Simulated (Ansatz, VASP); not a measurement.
## TaN in VASP and in Ansatz

The input INCAR:

```
PREC = Accurate
ENCUT = 520
EDIFF = 1E-6
ISMEAR = 0
SIGMA = 0.15
LREAL = False
LASPH = True
NELM = 80
ALGO = Normal
ISIF = 2
LWAVE = False
LCHARG = True
GGA = PS
LELF = True
LVHAR = True
NBANDS = 15
```

KPOINTS

```
regular mesh
0
Gamma
  18 18 16
```

POSCAR

```
TaN
1.0
    2.8144000000      0.0000000000      0.0000000000
   -1.4072000000      2.4373418964      0.0000000000
    0.0000000000      0.0000000000      3.0143000000
Ta N
1 1
Direct
    0.3333333333      0.6666666667      0.5000000000
    0.0000000000      0.0000000000      0.0000000000
```

Input for Ansatz:

```yaml
crystal:
  lattice:
    - [2.8144, 0.0, 0.0]
    - [-1.4072, 2.4373418964, 0.0]
    - [0.0, 0.0, 3.0143]
  atoms:
    - { symbol: Ta, position: [0.3333333333, 0.6666666667, 0.5] }
    - { symbol: "N", position: [0.0, 0.0, 0.0] }
basis:
  ecutwfc: 520.0
kpoints:
  mp_grid: { grid: [18, 18, 16] }
hamiltonian:
  xc: pbesol
scf:
  occupations: { method: gaussian, width: 0.15 }
output:
  forces: true
  stress: true
  eigenvalues: true
```

Alike in both runs: task single point; functional PBEsol; k mesh 18 × 18 × 16; occupations gaussian, width 0.15 eV; no spin polarisation.

|  | VASP | Ansatz |
| --- | --- | --- |
| version | VASP 6.6.1 | Ansatz 0.2.0 |
| potentials or method | VASP PAW PBE potentials, release 64 (Ta_pv, N), cutoff 520 eV | scalar-relativistic, plane waves, PAW |
| valence electrons in the cell | 16 | 18 |

|  | VASP | Ansatz | Ansatz less VASP |
| --- | --- | --- | --- |
| gap on the k mesh at the Fermi level (eV) | none | none | - |
| pressure (GPa) | 10.5 | 9.6 | -0.95 |
| traceless stress, the component that is largest in VASP (GPa) | -38.28 | -38.39 | -0.108 |

VASP's potentials were made for PBE, not for PBEsol. A gap of «none» marks a metal or a gap that the smearing closes. The functional is the same, so the differences come from potentials, cutoffs and numerics. VASP's potentials hold 16 valence electrons a cell and Ansatz's 18, so a difference there can come from the potentials and not from the codes.

Spin-orbit coupling is off throughout.
